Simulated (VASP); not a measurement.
# BN (F-43m) in VASP: a series of runs

Runs on BN. Level: PBE. Tasks: vibrations by perturbation theory, elastic constants.

All numbers are computed with VASP 6.6.1; they aren't measurements. Logs are shortened: lines on timing, memory, paths and dates and some standing lists are left out, and cuts for length are marked.

**1. The cell of the first run**

It takes space group F-43m (No. 216, cubic). The conventional cell has a = 3.649 Å, b = 3.649 Å, c = 3.649 Å, α = 90.00°, β = 90.00°, γ = 90.00°. B (site symmetry -43m) has 4 N at 1.58 Å within 2.1 Å. Within 2.1 Å of N (site symmetry -43m) lie 4 B at 1.58 Å.

**2. Vibrations by perturbation theory, PBE (phonons at volume x 1.02)**

Contents of INCAR:

```
PREC = Accurate
ENCUT = 520
EDIFF = 1E-8
ISMEAR = 0
SIGMA = 0.01
LREAL = False
LASPH = True
NELM = 80
ALGO = Normal
ISIF = 2
LWAVE = False
LCHARG = False
GGA = PE
NBANDS = 11
IBRION = 8
NSW = 1
LEPSILON = True
```

Contents of KPOINTS:

```
Automatic mesh
0
Gamma
  12 12 12
```

Contents of POSCAR:

```
BN
1.0
    0.0000000000      1.8243412155      1.8243412155
    1.8243412155      0.0000000000      1.8243412155
    1.8243412155      1.8243412155      0.0000000000
B N
1 1
Direct
    0.0000000000      0.0000000000      0.0000000000
    0.7500000000      0.7500000000      0.7500000000
```

Potentials or basis: VASP PAW PBE potentials, release 64 (B, N).

The run is started by

```console
cat potpaw_PBE.64/B/POTCAR potpaw_PBE.64/N/POTCAR > POTCAR
mpirun -np 1 vasp_std > vasp.out
```

OUTCAR:

```text
PREC = Accurate
   ENCUT = 520
   EDIFF = 1E-8
   ISMEAR = 0
   LREAL = False
   LASPH = True
   NELM = 80
   ISIF = 2
   GGA = PE
   IBRION = 8
   NSW = 1
   LEPSILON = True

 ion  position               nearest neighbor table
   1  0.000  0.000  0.000-   2 1.58   2 1.58   2 1.58   2 1.58
   2  0.750  0.750  0.750-   1 1.58   1 1.58   1 1.58   1 1.58

  LATTYP: Found a face centered cubic cell.
 ALAT       =     3.6486824310

  Lattice vectors:

 A1 = (   0.0000000000,   1.8243412155,   1.8243412155)
 A2 = (   1.8243412155,   0.0000000000,   1.8243412155)
 A3 = (   1.8243412155,   1.8243412155,   0.0000000000)

Analysis of symmetry for initial positions (statically):
=====================================================================
 Subroutine PRICEL returns:
 Original cell was already a primitive cell.

 Routine SETGRP: Setting up the symmetry group for a
 face centered cubic supercell.

 Subroutine GETGRP returns: Found 24 space group operations
 (whereof 24 operations were pure point group operations)
 out of a pool of 48 trial point group operations.

The static configuration has the point symmetry T_d .

Analysis of symmetry for dynamics (positions and initial velocities):
=====================================================================
 Subroutine PRICEL returns:
 Original cell was already a primitive cell.

 Routine SETGRP: Setting up the symmetry group for a
 face centered cubic supercell.

 Subroutine GETGRP returns: Found 24 space group operations
 (whereof 24 operations were pure point group operations)
 out of a pool of 48 trial point group operations.

The dynamic configuration has the point symmetry T_d .

 Subroutine INISYM returns: Found 24 space group operations
 (whereof 24 operations are pure point group operations),
 and found     1 'primitive' translations

----------------------------------------------------------------------------------------

                                     Primitive cell

  volume of cell :      12.1436

  direct lattice vectors                    reciprocal lattice vectors
     0.000000000  1.824341216  1.824341216    -0.274071536  0.274071536  0.274071536
     1.824341216  0.000000000  1.824341216     0.274071536 -0.274071536  0.274071536
     1.824341216  1.824341216  0.000000000     0.274071536  0.274071536 -0.274071536

  length of vectors
     2.580008089  2.580008089  2.580008089     0.474705826  0.474705826  0.474705826

  position of ions in fractional coordinates (direct lattice)
     0.000000000  0.000000000  0.000000000
     0.750000000  0.750000000  0.750000000

  ion indices of the primitive-cell ions
   primitive index   ion index
                 1           1
                 2           2

----------------------------------------------------------------------------------------

 KPOINTS: Automatic mesh

Automatic generation of k-mesh.
 Grid dimensions read from file:
 generate k-points for:   12   12   12

 Generating k-lattice:

  Cartesian coordinates                     Fractional coordinates (reciprocal lattice)
    -0.022839295  0.022839295  0.022839295     0.083333333  0.000000000  0.000000000
     0.022839295 -0.022839295  0.022839295     0.000000000  0.083333333  0.000000000
     0.022839295  0.022839295 -0.022839295     0.000000000  0.000000000  0.083333333

  Length of vectors
     0.039558819  0.039558819  0.039558819

  Shift w.r.t. Gamma in fractional coordinates (k-lattice)
     0.000000000  0.000000000  0.000000000

 Subroutine IBZKPT returns following result:
 ===========================================

 Found     72 irreducible k-points:

 Following reciprocal coordinates:
            Coordinates               Weight
  0.000000  0.000000  0.000000      1.000000
  0.083333  0.000000  0.000000      8.000000
  0.166667  0.000000  0.000000      8.000000
[... 439 lines left out ...]
      direct lattice vectors                 reciprocal lattice vectors
     0.000000000  1.824341216  1.824341216    -0.274071536  0.274071536  0.274071536
     1.824341216  0.000000000  1.824341216     0.274071536 -0.274071536  0.274071536
     1.824341216  1.824341216  0.000000000     0.274071536  0.274071536 -0.274071536

 POSITION                                       TOTAL-FORCE (eV/Angst)
 -----------------------------------------------------------------------------------
      0.00000      0.00000      0.00000        -0.000000     -0.000000     -0.000000
      2.73651      2.73651      2.73651         0.000000      0.000000      0.000000
 -----------------------------------------------------------------------------------
    total drift:                               -0.000000     -0.000000     -0.000000

  FREE ENERGIE OF THE ION-ELECTRON SYSTEM (eV)
  ---------------------------------------------------
  free  energy   TOTEN  =       -17.4463611193 eV

  energy  without entropy=      -17.4463611193  energy(sigma->0) =      -17.44636112

 HEAD OF MICROSCOPIC STATIC DIELECTRIC TENSOR (INDEPENDENT PARTICLE, excluding Hartree and local field effects)
 ------------------------------------------------------
           4.729522     0.000000    -0.000000
           0.000000     4.729522     0.000000
           0.000000     0.000000     4.729522
 ------------------------------------------------------

 Free energy of the ion-electron system (eV)
  ---------------------------------------------------
  ---------------------------------------------------
  free energy    TOTEN  =        -0.13216868 eV

  energy without entropy =       -0.13216868

------------------------ aborting loop because EDIFF is reached ----------------------------------------

--------------------------------------- Ionic step        2  -------------------------------------------

------------------------ aborting loop because EDIFF is reached ----------------------------------------

--------------------------------------- Ionic step        3  -------------------------------------------

------------------------ aborting loop because EDIFF is reached ----------------------------------------

 PIEZOELECTRIC TENSOR FIELD DIRECTION 3  (e Angst)
 -----------------------------------------------------------------------------
    -0.00033  0.78739  0.00000           ( -0.00000  0.00463  0.00000)
     0.78739 -0.00033  0.00000           (  0.00463 -0.00000  0.00000)
     0.00000  0.00000  0.00027           (  0.00000  0.00000 -0.00000)

 PIEZOELECTRIC TENSOR FIELD DIRECTION 3  (C/m^2)
 -----------------------------------------------------------------------------
    -0.00043  1.03885  0.00000
     1.03885 -0.00043  0.00000
     0.00000  0.00000  0.00035

--------------------------------------- Ionic step        4  -------------------------------------------

------------------------ aborting loop because EDIFF is reached ----------------------------------------

[... ionic steps 5 to 6 ...]

--------------------------------------- Ionic step        7  -------------------------------------------

 Free energy of the ion-electron system (eV)
  ---------------------------------------------------
  ---------------------------------------------------
  free energy    TOTEN  =        -0.23032489 eV

  energy without entropy =       -0.23032489

------------------------ aborting loop because EDIFF is reached ----------------------------------------

 INTERNAL STRAIN TENSOR  FOR ION    2  DIRECTION 1   (eV/Angst):
 -----------------------------------------------------------------------------
     0.00786  0.00000  0.00000
     0.00000 -0.00288  0.52174
     0.00000  0.52174 -0.00288

 MACROSCOPIC STATIC DIELECTRIC TENSOR (including local field effects in DFT)
 ------------------------------------------------------
           4.635299    -0.000000     0.000000
           0.000000     4.635299    -0.000000
           0.000000     0.000000     4.635299
 ------------------------------------------------------

 PIEZOELECTRIC TENSOR (including local field effects)  for field in x, y, z        (e  Angst)
          XX          YY          ZZ          XY          YZ          ZX
  --------------------------------------------------------------------------------
  x     0.00000    -0.00000     0.00000     0.00000     0.78772     0.00000
  y     0.00000     0.00000    -0.00000     0.00000     0.00000     0.78772
  z     0.00000    -0.00000    -0.00000     0.78772     0.00000     0.00000

 PIEZOELECTRIC TENSOR (including local field effects)  for field in x, y, z        (C/m^2)
          XX          YY          ZZ          XY          YZ          ZX
  --------------------------------------------------------------------------------
  x     0.00000    -0.00000     0.00000     0.00000     1.03929     0.00000
  y     0.00000     0.00000    -0.00000     0.00000     0.00000     1.03929
  z     0.00000    -0.00000    -0.00000     1.03929     0.00000     0.00000

 BORN EFFECTIVE CHARGES (including local field effects) (in |e|, cummulative output)
 ---------------------------------------------------------------------------------
 ion    1
    1     1.92068     0.00000     0.00000
    2     0.00000     1.92068     0.00000
    3     0.00000     0.00000     1.92068
 ion    2
    1    -1.92068     0.00000     0.00000
    2    -0.00000    -1.92068    -0.00000
    3     0.00000    -0.00000    -1.92068

 INTERNAL STRAIN TENSOR FOR ION    2 for displacements in x,y,z  (eV/Angst):
          X           Y           Z          XY          YZ          ZX
  --------------------------------------------------------------------------------
  x    -0.00000     0.00000     0.00000     0.00000     0.52174     0.00000
  y     0.00000     0.00000    -0.00000     0.00000     0.00000     0.52174
  z    -0.00000     0.00000    -0.00000     0.52174     0.00000     0.00000

 SECOND DERIVATIVES (NOT SYMMETRIZED)
 ------------------------------------
               1X          1Y          1Z          2X          2Y          2Z
  1X   -22.641727    0.000000    0.000000   22.641727    0.000000    0.000000
  1Y     0.000000  -22.641727    0.000000    0.000000   22.641727    0.000000
  1Z     0.000000    0.000000  -22.641727    0.000000    0.000000   22.641727
  2X    22.636984    0.000000    0.000000  -22.636984    0.000000    0.000000
  2Y     0.000000   22.636984    0.000000    0.000000  -22.636984    0.000000
  2Z     0.000000    0.000000   22.636984    0.000000    0.000000  -22.636984

 Eigenvectors and eigenvalues of the dynamical matrix
 ----------------------------------------------------

   1 f  =   30.116473 THz   189.227379 2PiTHz 1004.577398 cm-1   124.551667 meV
             X         Y         Z           dx          dy          dz
      0.000000  0.000000  0.000000    -0.751222    0.000000    0.000000
      2.736512  2.736512  2.736512     0.660049    0.000000    0.000000
[... 21 lines left out ...]
   6 f/i=    0.001564 THz     0.009829 2PiTHz    0.052179 cm-1     0.006469 meV
             X         Y         Z           dx          dy          dz
      0.000000  0.000000  0.000000     0.000000   -0.361077   -0.552529
      2.736512  2.736512  2.736512     0.000000   -0.410952   -0.628851

--------------------------------------------------------------------------------------------------------

 MACROSCOPIC STATIC DIELECTRIC TENSOR IONIC CONTRIBUTION
 ------------------------------------------------------
           2.428081    -0.000000     0.000000
          -0.000000     2.428081    -0.000000
           0.000000    -0.000000     2.428081
 ------------------------------------------------------

 ELASTIC MODULI CONTR FROM IONIC RELAXATION (kBar)
 Direction    XX          YY          ZZ          XY          YZ          ZX
 --------------------------------------------------------------------------------
 XX          -0.0000     -0.0000     -0.0000      0.0000      0.0000     -0.0000
 YY          -0.0000     -0.0000     -0.0000      0.0000      0.0000     -0.0000
 ZZ          -0.0000     -0.0000     -0.0000      0.0000      0.0000      0.0000
 XY           0.0000      0.0000      0.0000     -1.1362     -0.0000      0.0000
 YZ           0.0000      0.0000      0.0000     -0.0000     -1.1362      0.0000
 ZX          -0.0000     -0.0000      0.0000      0.0000      0.0000     -1.1362
 --------------------------------------------------------------------------------

 PIEZOELECTRIC TENSOR IONIC CONTR  for field in x, y, z        (C/m^2)
          XX          YY          ZZ          XY          YZ          ZX
  --------------------------------------------------------------------------------
  x     0.00000     0.00000     0.00000    -0.00000    -0.04942     0.00000
  y    -0.00000    -0.00000     0.00000     0.00000     0.00000    -0.04942
  z     0.00000     0.00000     0.00000    -0.04942    -0.00000     0.00000
```

Run time: 2.2 min. Hardware: 1 thread of Intel Xeon Platinum 8488C (Sapphire Rapids), shared host; peak memory 0.2 GiB.

Results:

| Item | Value |
| --- | --- |
| Electronic dielectric tensor (diagonal) | 4.64 |
| Born charges (mean of the diagonal) | B +1.92; N -1.92 e |
| Highest phonon frequency at Γ, LO-TO splitting left out | 1005 cm⁻¹ |

Phonon frequencies in cm⁻¹ (negative: imaginary):
```tsv
q point	frequencies
(0.000, 0.000, 0.000)	0 0 0 1005 1005 1005
```

Electronic dielectric tensor:
```
4.64 0.00 0.00
0.00 4.64 0.00
0.00 0.00 4.64
```

Born effective charge tensors (e):
atom 1, B
```
1.92 0.00 0.00
0.00 1.92 0.00
0.00 0.00 1.92
```
atom 2, N
```
-1.92  0.00  0.00
 0.00 -1.92  0.00
 0.00  0.00 -1.92
```

Caveat: the cell differs from its parent crystal (phonons at volume x 1.02); the cell wasn't relaxed at this level first, which shifts response properties.

(Part 1 of 3 ends here.)
